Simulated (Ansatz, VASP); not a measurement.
One calculation of TiC, two programs

File INCAR:

```
PREC = Accurate ; ENCUT = 520
EDIFF = 1E-8 ; ISMEAR = -1
SIGMA = 0.03 ; LREAL = False
LASPH = True ; NELM = 60
ALGO = Normal ; ISIF = 2
LWAVE = False ; LCHARG = False
GGA = PS ; LEFG = True
NBANDS = 15
```

KPOINTS

```
Automatic mesh
0
Gamma
  14 14 14
```

POSCAR

```
TiC
1.0
    0.0000000000      2.1567624877      2.1567624877
    2.1567624877      0.0000000000      2.1567624877
    2.1567624877      2.1567624877      0.0000000000
Ti C
1 1
Direct
    0.0000000000      0.0000000000      0.0000000000
    0.5000000000      0.5000000000      0.5000000000
```

Input for Ansatz:

```yaml
crystal:
  lattice:
    - [0.0, 2.1567624877, 2.1567624877]
    - [2.1567624877, 0.0, 2.1567624877]
    - [2.1567624877, 2.1567624877, 0.0]
  atoms:
    - { symbol: Ti, position: [0.0, 0.0, 0.0] }
    - { symbol: C, position: [0.5, 0.5, 0.5] }
kpoints:
  mp_grid: { grid: [14, 14, 14] }
scf:
  occupations: { method: fermi_dirac, width: 0.03 }
hamiltonian:
  xc: pbesol
  pseudopotentials: { kind: paw }
output:
  forces: true
  stress: true
  eigenvalues: true
  efg: { contact_densities: true }
  write_density: true
  write_potential: true
  elf: true
  volumetric_format: npy
```

Change from the starting cell: volume scaled by 0.99, PAW files.

Alike in both runs: task electric field gradients; functional PBEsol; k mesh 14 × 14 × 14; occupations fermi-dirac, width 0.03 eV; no spin polarisation.

|  | VASP | Ansatz |
| --- | --- | --- |
| version | VASP 6.6.1 | Ansatz 0.2.0 |
| potentials or method | VASP PAW PBE potentials, release 64 (Ti_sv, C) | PAW with Ansatz's default frozen-core files, scalar-relativistic |
| plane-wave cutoff (eV) | 520 | 420 |
| valence electrons in the cell | 16 | 16 |

VASP gave:

- pressure (GPa): -3.4

Question: Which values does Ansatz return?

Answer: Pressure (GPa): -3.7.

VASP's potentials were made for PBE, not for PBEsol.
